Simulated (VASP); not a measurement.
The system is Cu.

```xyz
2
Lattice="1.2185 -3.9764 0.0000 1.2185 3.9764 0.0000 0.0000 0.0000 2.4755" Properties=species:S:1:pos:R:3 pbc="T T T"
Cu    1.2185    2.9118    0.6189
Cu    1.2185   -2.9118    1.8566
```

- Program: VASP 6.6.1
- Task: relaxation of cell and atoms
- Functional: PBEsol
- Dispersion: D3(BJ)
- Potentials or basis: VASP PAW PBE potentials, release 64 (Cu)
- Cutoff: 600 eV
- k mesh: 14 × 14 × 13
- Occupations: methfessel-paxton, width 0.1 eV
- Spin: no spin polarisation

At the start: pressure -7.7 GPa; volume 11.99 Å³/atom.

**Question.** How do energy, volume and symmetry change on relaxing?

**Answer.** Over 8 steps the energy falls by 15.6 meV/atom and the volume is 11.38 Å³/atom (-5.1 %); space group Cmcm (No. 63, to 0.05 Å).

The path:
| step | energy change (eV) | largest force (eV/Å) | pressure (GPa) | volume (Å³) |
| --- | --- | --- | --- | --- |
| 1 | 0.0000 | 0.0073 | -7.74 | 23.99 |
| 2 | -0.0168 | 0.1215 | 6.25 | 22.03 |
| 3 | -0.0308 | 0.0666 | -0.01 | 22.78 |
| 4 | -0.0308 | 0.0683 | 0.14 | 22.76 |
| 5 | -0.0312 | 0.0176 | 0.20 | 22.75 |
| 6 | -0.0313 | 0.0057 | 0.24 | 22.74 |
| 7 | -0.0312 | 0.0042 | -0.23 | 22.80 |
| 8 | -0.0313 | 0.0018 | 0.02 | 22.77 |

Final structure:
```
CELL_PARAMETERS angstrom
1.19439 -3.90514 0.00000
1.19439 3.90514 0.00000
0.00000 0.00000 2.44061
ATOMIC_POSITIONS crystal
Cu 0.13340 0.86660 0.25000
Cu 0.86660 0.13340 0.75000
```

Caveat: the PAW data sets were made with another functional, which shifts forces and pressure a little; pairwise dispersion overbinds metals, which lowers pressure and volume.
